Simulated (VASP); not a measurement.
Write the native input for VASP 6.6.1 that does the following.

```
Task                   : single point
Functional             : PBEsol
Potentials or basis    : VASP PAW PBE potentials, release 64 (Ba_sv, Ti_sv, O)
Cutoff                 : 520 eV
k mesh                 : 8 × 8 × 8
Occupations            : gaussian, width 0.02 eV
Spin                   : no spin polarisation
Dipole correction      : no
Further INCAR settings : ALGO = Normal; EDIFF = 1e-06; NBANDS = 28
```

The structure of BaTiO3 lies in POSCAR:

```
BaTiO3
1.0
    4.0889654123      0.0000000000      0.0000000000
    0.0000000000      3.9410376295      0.0000000000
    0.0000000000      0.0000000000      3.9410376295
Ba Ti O
1 1 3
Direct
    0.5000000000      0.5000000000      0.5000000000
    0.0000000000      0.0000000000      0.0000000000
    0.5000000000      0.0000000000      0.0000000000
    0.0000000000      0.5000000000      0.0000000000
    0.0000000000      0.0000000000      0.5000000000
```

This cell differs from its parent crystal: uniaxial strain along a: +3.0 %, then relaxed in part.

These files were run (other wordings do the same):

INCAR

```
ALGO = Normal
EDIFF = 1E-6
ENCUT = 520
GGA = PS
ISIF = 2
ISMEAR = 0
LASPH = True
LCHARG = False
LREAL = False
LWAVE = False
NBANDS = 28
NELM = 100
PREC = Accurate
SIGMA = 0.02
```

KPOINTS

```
k-points
0
Gamma
  8 8 8
```

Potentials or basis: VASP PAW PBE potentials, release 64 (Ba_sv, Ti_sv, O).

Run with:

```bash
$ cat potpaw_PBE.64/Ba_sv/POTCAR potpaw_PBE.64/Ti_sv/POTCAR potpaw_PBE.64/O/POTCAR > POTCAR
$ mpirun -np 1 vasp_std > vasp.out
```

It gave:

* Pressure: -0.4 GPa
* Band gap on the k mesh: 1.64 eV, indirect (least direct gap 1.81 eV)

Caveat: the cell differs from its parent crystal (uniaxial strain along a: +3.0 %, then relaxed in part); the PAW data sets were made with another functional, which shifts forces and pressure a little; spin-orbit coupling is left out, which moves the levels of the heavy elements.

It took 88 s on 1 thread of Intel(R) Xeon(R) 6975P-C (Granite Rapids), with other jobs on the host, peak memory 0.26 GiB.
